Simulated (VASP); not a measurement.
A run of VASP 6.6.1:

The input POSCAR:

```
RbBr
1.0
    4.1260773000      0.0000000000      0.0000000000
    0.0000000000      4.1260773000      0.0000000000
    0.0000000000      0.0000000000      4.1260773000
Rb Br
1 1
Direct
    0.0000000000      0.0000000000      0.0000000000
    0.5000000000      0.5000000000      0.5000000000
```

The input INCAR.step1:

```
PREC = Accurate
ENCUT = 520
EDIFF = 1E-5
ISMEAR = -1
SIGMA = 0.05
LREAL = False
LASPH = True
NELM = 80
ALGO = Normal
ISIF = 2
LWAVE = True
LCHARG = False
NBANDS = 15
GGA = PE
```

INCAR.step2

```
PREC = Accurate
ENCUT = 520
EDIFF = 1E-6
ISMEAR = -1
SIGMA = 0.05
LREAL = False
LASPH = True
NELM = 80
ALGO = Normal
ISIF = 2
LWAVE = False
LCHARG = False
GGA = PE
LHFCALC = True
AEXX = 0.3
HFSCREEN = 0.2
PRECFOCK = Normal
NBANDS = 15
ISTART = 1
```

File KPOINTS:

```
regular mesh
0
Gamma
  4 4 4
```

Potentials or basis: VASP PAW PBE potentials, release 64 (Rb_sv, Br).

The run is started by

```console
$ cat potpaw_PBE.64/Rb_sv/POTCAR potpaw_PBE.64/Br/POTCAR > POTCAR
$ cp INCAR.step1 INCAR
$ mpirun -np 1 vasp_std > vasp.out
$ cp INCAR.step2 INCAR
$ mpirun -np 1 vasp_std > vasp.out
```

Hardware: 1 thread of AMD EPYC 7R43 64-Core Processor (Zen 3), on a shared host.

How long does it take, and how much memory?

Wall time 9.9 min on 1 thread of AMD EPYC 7R43 64-Core Processor (Zen 3), with other jobs on the host, peak memory 0.25 GiB. Counts: k points 10.
